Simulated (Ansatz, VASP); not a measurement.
**Tc: VASP beside Ansatz**

```
Tc
1.0
     0.00000    1.96950    1.95000
     1.96950    0.00000    1.95000
     1.96950    1.96950    0.00000
Tc
1
Cartesian
  0.0000 0.0000 0.0000
```

Change from the starting cell: equal xx and yy strain of +1 %.

Alike in both runs: task single point; functional PBEsol; k mesh 18 × 18 × 18; occupations fermi-dirac, width 0.03 eV; no spin polarisation.

|  | VASP | Ansatz |
| --- | --- | --- |
| version | VASP 6.6.1 | Ansatz 0.2.0 |
| potentials or method | VASP PAW PBE potentials, release 64 (Tc_pv), cutoff 520 eV | all-electron LAPW, scalar-relativistic |

Ansatz gave:

```
pressure (GPa)                                                : -20.0
traceless stress, the component that is largest in VASP (GPa) : 1.23
```

Estimate VASP's values.

pressure (GPa): -20.6; traceless stress, the component that is largest in VASP (GPa): 1.22.

VASP's potentials were made for PBE, not for PBEsol. Ansatz ran all-electron here, and VASP with PAW potentials.
